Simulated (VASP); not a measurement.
# Sb (R-3m) in VASP: a series of runs

The runs below take Sb through single point, with PBE.

Everything below comes from runs of VASP 6.6.1. Logs are shortened: lines on timing, memory, paths and dates and some standing lists are left out, and cuts for length are marked.

**1. The cell of the first run**

The structure is trigonal, space group R-3m (No. 166). Conventional cell: a = 4.265 Å, b = 4.265 Å, c = 11.138 Å, α = 90.00°, β = 90.00°, γ = 120.00°. Within 3.8 Å of Sb (site symmetry 3m) lie 6 Sb at 2.88 to 3.32 Å.

**2. Single point, PBE (volume scaled by 0.975)**

The input, INCAR:

```
PREC = Accurate ; ENCUT = 520
EDIFF = 1E-6 ; ISMEAR = -1
SIGMA = 0.05 ; LREAL = F
LASPH = T ; NELM = 100
ALGO = Normal ; ISIF = 2
LWAVE = F ; LCHARG = F
GGA = PE ; NBANDS = 12
```

The input, KPOINTS:

```
Automatic mesh
0
Gamma
  9 9 9
```

The input, POSCAR:

```
Sb
1.0
    2.1325272058      1.2312151563      3.7125363276
   -2.1325272058      1.2312151563      3.7125363276
    0.0000000000     -2.4624303126      3.7125363276
Sb
2
Direct
    0.2336400000      0.2336400000      0.2336400000
    0.7663600000      0.7663600000      0.7663600000
```

Potentials or basis: VASP PAW PBE potentials, release 64 (Sb).

Run with:

```console
> cat potpaw_PBE.64/Sb/POTCAR > POTCAR
> mpirun -np 1 vasp_std > vasp.out
```

OUTCAR:

```text
PREC = Accurate
   ENCUT = 520
   EDIFF = 1E-6
   ISMEAR = -1
   LREAL = F
   LASPH = T
   NELM = 100
   ISIF = 2
   GGA = PE

 ion  position               nearest neighbor table
   1  0.234  0.234  0.234-   2 2.88   2 2.88   2 2.88   2 3.32   2 3.32   2 3.32
   2  0.766  0.766  0.766-   1 2.88   1 2.88   1 2.88   1 3.32   1 3.32   1 3.32

  LATTYP: Found a trigonal (rhomboedric) cell.
 ALAT       =     4.4549398456
 COS(alpha) =     0.5417151843

  Lattice vectors:

 A1 = (   2.1325272058,   1.2312151563,   3.7125363276)
 A2 = (  -2.1325272058,   1.2312151563,   3.7125363276)
 A3 = (   0.0000000000,  -2.4624303126,   3.7125363276)

Analysis of symmetry for initial positions (statically):
=====================================================================
 Subroutine PRICEL returns:
 Original cell was already a primitive cell.

 Routine SETGRP: Setting up the symmetry group for a
 trigonal (rhombohedral) supercell.

 Subroutine GETGRP returns: Found 12 space group operations
 (whereof 12 operations were pure point group operations)
 out of a pool of 12 trial point group operations.

The static configuration has the point symmetry D_3d.

Analysis of symmetry for dynamics (positions and initial velocities):
=====================================================================
 Subroutine PRICEL returns:
 Original cell was already a primitive cell.

 Routine SETGRP: Setting up the symmetry group for a
 trigonal (rhombohedral) supercell.

 Subroutine GETGRP returns: Found 12 space group operations
 (whereof 12 operations were pure point group operations)
 out of a pool of 12 trial point group operations.

The dynamic configuration has the point symmetry D_3d.

 Subroutine INISYM returns: Found 12 space group operations
 (whereof 12 operations are pure point group operations),
 and found     1 'primitive' translations

----------------------------------------------------------------------------------------

                                     Primitive cell

  volume of cell :      58.4858

  direct lattice vectors                    reciprocal lattice vectors
     2.132527206  1.231215156  3.712536328     0.234463597  0.135367621  0.089785878
    -2.132527206  1.231215156  3.712536328    -0.234463597  0.135367621  0.089785878
     0.000000000 -2.462430313  3.712536328     0.000000000 -0.270735242  0.089785878

  length of vectors
     4.454939846  4.454939846  4.454939846     0.285235123  0.285235123  0.285235123

  position of ions in fractional coordinates (direct lattice)
     0.233640000  0.233640000  0.233640000
     0.766360000  0.766360000  0.766360000

  ion indices of the primitive-cell ions
   primitive index   ion index
                 1           1
                 2           2

----------------------------------------------------------------------------------------

 KPOINTS: Automatic mesh

Automatic generation of k-mesh.
 Grid dimensions read from file:
 generate k-points for:    9    9    9

 Generating k-lattice:

  Cartesian coordinates                     Fractional coordinates (reciprocal lattice)
     0.026051511  0.015040847  0.009976209     0.111111111  0.000000000 -0.000000000
    -0.026051511  0.015040847  0.009976209     0.000000000  0.111111111 -0.000000000
     0.000000000 -0.030081694  0.009976209    -0.000000000 -0.000000000  0.111111111

  Length of vectors
     0.031692791  0.031692791  0.031692791

  Shift w.r.t. Gamma in fractional coordinates (k-lattice)
     0.000000000  0.000000000  0.000000000

 Subroutine IBZKPT returns following result:
 ===========================================

 Found     85 irreducible k-points:

 Following reciprocal coordinates:
            Coordinates               Weight
  0.000000  0.000000  0.000000      1.000000
  0.111111  0.000000 -0.000000      6.000000
  0.222222  0.000000  0.000000      6.000000
  0.333333  0.000000 -0.000000      6.000000
  0.444444  0.000000  0.000000      6.000000
  0.111111  0.111111 -0.000000      6.000000
[... 16 lines left out ...]
 -0.333333  0.333333  0.000000      6.000000
  0.444444  0.444444  0.000000      6.000000
 [... further k-points ...]
   k-points           NKPTS =     85   k-points in BZ     NKDIM =     85   number of bands    NBANDS=     12
   number of dos      NEDOS =    301   number of ions     NIONS =      2
   total plane-waves  NPLWV =  46656
   dimension x,y,z NGX =    36 NGY =   36 NGZ =   36
   dimension x,y,z NGXF=    72 NGYF=   72 NGZF=   72
   ions per type =               2
   NGX,Y,Z   is equivalent  to a cutoff of  13.43, 13.43, 13.43 a.u.
   NGXF,Y,Z  is equivalent  to a cutoff of  26.87, 26.87, 26.87 a.u.
 SYSTEM =  unknown system
   PREC   = accura    normal or accurate (medium, high low for compatibility)
   ISTART =      0    job   : 0-new  1-cont  2-samecut
   ICHARG =      2    charge: 1-file 2-atom 10-const
   ISPIN  =      1    spin polarized calculation?
   LNONCOLLINEAR =      F non collinear calculations
   LSORBIT =      F    spin-orbit coupling
   LASPH  =      T    aspherical Exc in radial PAW
   ENCUT  =  520.0 eV  38.22 Ry    6.18 a.u.   8.28  8.28  8.28*2*pi/ulx,y,z
   NELM   =    100;   NELMIN=  2; NELMDL= -5     # of ELM steps
   EDIFF  = 0.1E-05   stopping-criterion for ELM
   LREAL  =      F    real-space projection
   EDIFFG = 0.1E-04   stopping-criterion for IOM
   NSW    =      0    number of steps for IOM
   IBRION =     -1    ionic relax: 0-MD 1-quasi-New 2-CG
   NFREE  =      0    steps in history (QN), initial steepest desc. (CG)
   ISIF   =      2    stress and relaxation
   ISYM   =      2    0-nonsym 1-usesym 2-fastsym
   POTIM  = 0.5000    time-step for ionic-motion
   TEBEG  =    0.0;   TEEND  =   0.0 temperature during run
   PSTRESS=    0.0 pullay stress
   NELECT =      10.0000    total number of electrons
   NUPDOWN=      -1.0000    fix difference up-down
   EMIN   =  10.00;   EMAX   =-10.00  energy-range for DOS
   EFERMI =   0.00;   METHOD = LEGACY
   ISMEAR =    -1;   SIGMA  =   0.05  broadening in eV -4-tet -1-fermi 0-gaus
   EFERMI_NEDOS =   21; number of points for ismear=-14 and -15
   IALGO  =     38    algorithm
   IMIX   =      4    mixing-type and parameters
     AMIX     =   0.40;   BMIX     =  1.00
     AMIX_MAG =   1.60;   BMIX_MAG =  1.00
  volume/ion in A,a.u.               =      29.24       197.34
  Fermi-wavevector in a.u.,A,eV,Ry     =   0.908639  1.717079 11.233306  0.825625
  Thomas-Fermi vector in A             =   2.032589
   LORBIT       =      0    0 simple, 1 ext, 2 COOP (PROOUT), +10 PAW based schemes
   GGA     = PE    functional components
[... 5 lines left out ...]
 non-spin polarized calculation
  energy-cutoff  :      520.00
  volume of cell :       58.49
 maximum number of plane-waves:      1587
 NGX is ok and might be reduce to    36
   NGX = 17   NGY = 17   NGZ = 17

 number of electron      10.0000000 magnetization

 Free energy of the ion-electron system (eV)
  ---------------------------------------------------
  ext. energy  EPLUGINS =         0.00000000
  ---------------------------------------------------
  free energy    TOTEN  =        -8.21140578 eV

  energy without entropy =       -8.20933396  energy(sigma->0) =       -8.21036987

 E-fermi :   7.7264     XC(G=0):  -9.6706

 val. band max:        7.7146237701   @ k =   0.4444   0.0000   0.0000
 cond. band min:       7.8657135364   @ k =   0.4444   0.4444   0.4444
 fundamental gap:      0.1510897663
 Fermi energy:         7.7264251877

 k-point     1 :       0.0000    0.0000    0.0000
  band No.  band energies     occupation
      1      -5.2819      2.00000
      2       3.0864      2.00000
      3       5.5630      2.00000
      4       5.8300      2.00000
      5       5.8300      2.00000
      6       9.7865      0.00000
      7      10.4512      0.00000
      8      10.4512      0.00000
      9      12.7458      0.00000
     10      12.7458      0.00000
     11      12.9387      0.00000
     12      14.2024      0.00000

 k-point     2 :       0.1111    0.0000   -0.0000
  band No.  band energies     occupation
      1      -5.1410      2.00000
      2       2.4138      2.00000
      3       5.6007      2.00000
      4       5.7953      2.00000
      5       6.1109      2.00000
      6       9.7263      0.00000
      7      10.0948      0.00000
      8      10.1201      0.00000
      9      12.2415      0.00000
     10      12.6811      0.00000
     11      12.7886      0.00000
     12      15.1581      0.00000

 k-point     3 :       0.2222    0.0000    0.0000
  band No.  band energies     occupation
      1      -4.7212      2.00000
      2       1.0576      2.00000
      3       5.6124      2.00000
      4       5.7276      2.00000
      5       6.5620      2.00000
      6       9.1727      0.00000
      7       9.3194      0.00000
      8       9.3623      0.00000
      9      12.4015      0.00000
     10      12.9677      0.00000
     11      13.4284      0.00000
     12      17.0107      0.00000

 k-point     4 :       0.3333    0.0000   -0.0000
  band No.  band energies     occupation
      1      -4.0344      2.00000
      2      -0.4074      2.00000
      3       5.6855      2.00000
      4       5.6877      2.00000
      5       6.9004      2.00000
      6       8.3871      0.00000
      7       8.4968      0.00000
      8       8.6430      0.00000
      9      13.3560      0.00000
     10      14.1449      0.00000
     11      14.6392      0.00000
     12      18.4349      0.00000

 k-point     5 :       0.4444    0.0000    0.0000
  band No.  band energies     occupation
      1      -3.1385      2.00000
      2      -1.7270      2.00000
      3       5.6804      2.00000
      4       5.8008      2.00000
      5       7.2381      1.99989
      6       7.7146      1.11747
      7       7.9742      0.01398
      8       8.2214      0.00010
      9      14.7537      0.00000
     10      15.8657      0.00000
     11      16.2336      0.00000
     12      16.6836      0.00000
[... 228 lines left out ...]
      1      -3.2379      2.00000
      2      -0.2360      2.00000
      3       2.7241      2.00000
      4       4.0781      2.00000
      5       4.3365      2.00000
      6       9.7008      0.00000
      7      11.9386      0.00000
      8      12.3366      0.00000
      9      13.1404      0.00000
     10      16.7452      0.00000
     11      16.9766      0.00000
     12      17.6423      0.00000

 k-point    22 :      -0.4444    0.3333   -0.0000
  band No.  band energies     occupation
      1      -2.5750      2.00000
      2      -1.1513      2.00000
      3       2.3082      2.00000
      4       4.2649      2.00000
      5       4.5833      2.00000
      6      10.5606      0.00000
      7      11.2492      0.00000
      8      11.6219      0.00000
      9      13.6204      0.00000
     10      15.6443      0.00000
     11      16.5199      0.00000
     12      18.5690      0.00000

 k-point    23 :      -0.3333    0.3333    0.0000
  band No.  band energies     occupation
      1      -2.1138      2.00000
      2      -1.9148      2.00000
      3       2.4266      2.00000
      4       4.7618      2.00000
      5       5.0690      2.00000
      6       9.9235      0.00000
      7      10.3413      0.00000
      8      12.8205      0.00000
      9      13.2688      0.00000
     10      14.1866      0.00000
     11      15.5577      0.00000
     12      17.8163      0.00000

 k-point    24 :       0.4444    0.4444    0.0000
  band No.  band energies     occupation
      1      -2.9611      2.00000
      2      -0.2336      2.00000
      3       2.2565      2.00000
      4       3.8605      2.00000
      5       3.9277      2.00000
      6       9.1551      0.00000
      7      12.7278      0.00000
      8      13.2789      0.00000
      9      14.4520      0.00000
     10      16.3156      0.00000
     11      17.4876      0.00000
     12      18.5341      0.00000

 [... further k-points ...]

------------------------ aborting loop because EDIFF is reached ----------------------------------------

  FORCE on cell =-STRESS in cart. coord.  units (eV):
  Direction    XX          YY          ZZ          XY          YZ          ZX
  --------------------------------------------------------------------------------------
  -------------------------------------------------------------------------------------
  Total        1.9088503      1.9088503      1.5984825      0.0000000     -0.0000000      0.0000000
  in kB       52.2916044     52.2916044     43.7892959      0.0000000     -0.0000000      0.0000000
  external PRESSURE =      49.4575016 kB  Pullay stress =       0.0000000 kB

 VOLUME and BASIS-vectors are now :
 -----------------------------------------------------------------------------
  energy-cutoff  :      520.00
  volume of cell :       58.49
      direct lattice vectors                 reciprocal lattice vectors
     2.132527206  1.231215156  3.712536328     0.234463597  0.135367621  0.089785878
    -2.132527206  1.231215156  3.712536328    -0.234463597  0.135367621  0.089785878
     0.000000000 -2.462430313  3.712536328     0.000000000 -0.270735242  0.089785878

 POSITION                                       TOTAL-FORCE (eV/Angst)
 -----------------------------------------------------------------------------------
      0.00000      0.00000      2.60219         0.000000      0.000000      0.389800
      0.00000      0.00000      8.53542         0.000000      0.000000     -0.389800
 -----------------------------------------------------------------------------------
    total drift:                                0.000000     -0.000000      0.000000

  FREE ENERGIE OF THE ION-ELECTRON SYSTEM (eV)
  ---------------------------------------------------
  free  energy   TOTEN  =        -8.2114057771 eV

  energy  without entropy=       -8.2093339623  energy(sigma->0) =       -8.21036987
```

It took 93 s on 1 thread of AMD EPYC 7R13, shared host; peak memory 0.2 GiB.

What came out:

```yaml
Free_energy: -8.2114 eV
Pressure: 4.9 GPa
Largest_force: 0.390 eV/Å
```

Forces on the atoms (eV/Å):
```
Sb   0.000  0.000  0.390
Sb   0.000  0.000 -0.390
```

Caveat: spin-orbit coupling is left out, which moves the levels of the heavy elements.

[end of part 1 of 2]
